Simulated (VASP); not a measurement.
Ta, 1 atom in the cell. Symmetry: Immm, No. 71, orthorhombic system. The conventional cell has a = 3.136 Å, b = 3.319 Å, c = 3.568 Å, α = 90.00°, β = 90.00°, γ = 90.00°. Within 3.8 Å of Ta (site symmetry mmm) lie 14 Ta at 2.90 to 3.57 Å.  This cell differs from its parent crystal: normal strain along x -0.0550, normal strain along z +0.0750.

```yaml
Program: VASP 6.6.1
Task: single point
Functional: PBE
Potentials_or_basis: VASP PAW PBE potentials, release 64 (Ta_pv)
Cutoff: 520 eV
k_mesh: 18 × 18 × 18
Occupations: gaussian, width 0.15 eV
Spin: no spin polarisation
Dipole_correction: no
Further_INCAR_settings: ALGO = Fast; EDIFF = 1e-06; NBANDS = 12
```

Potentials or basis: VASP PAW PBE potentials, release 64 (Ta_pv).

Launch:

```console
$ cat potpaw_PBE.64/Ta_pv/POTCAR > POTCAR
$ mpirun -np 1 vasp_std > vasp.out
```

Hardware: 1 thread of Intel Xeon 8259CL, on a shared host.

How long does it take, and how much memory?

Wall time 3.4 min on 1 thread of Intel Xeon 8259CL (shared host), peak memory 0.3 GiB. Counts: scf iterations 12, k points 865.
